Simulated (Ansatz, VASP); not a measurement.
Al4Cu: VASP beside Ansatz

```
Al Cu
1.0
     3.30576   -3.47128    0.00000
     3.30576    3.47128    0.00000
     0.00000    0.00000    2.96848
Al Cu
4 1
Cartesian
  3.3058 -2.1564 1.4842
  3.3058 2.1564 1.4842
  1.8856 0.0000 0.0000
  4.7259 0.0000 0.0000
  0.0000 0.0000 0.0000
```

Change from the starting cell: species swapped into the OsCl4 type (Cmmm, No. 65).

Alike in both runs: task relaxation of cell and atoms; functional PBE; k mesh 4 × 4 × 6; occupations gaussian, width 0.1 eV; no spin polarisation.

|  | VASP | Ansatz |
| --- | --- | --- |
| version | VASP 6.6.1 | Ansatz 0.2.0 |
| potentials or method | VASP PAW PBE potentials, release 64 (Al, Cu), cutoff 600 eV | scalar-relativistic, plane waves, PAW |
| valence electrons in the cell | 23 | 31 |

```csv
,VASP,Ansatz,Ansatz less VASP
"gap on the k mesh at the Fermi level, each at its own relaxed structure (eV)",none,none,-
relaxed volume (Å³/atom),17.51,17.51,+0.001
relaxed cell length with the largest relative difference (Å),2.782,2.780,-0.0015
```

A gap of «none» marks a metal or a gap that the smearing closes. VASP's potentials hold 23 valence electrons a cell and Ansatz's 31, so a difference there can come from the potentials and not from the codes.

Noted on VASP's run: the volume moved by over 15 % at a fixed basis, so the end points are rough.
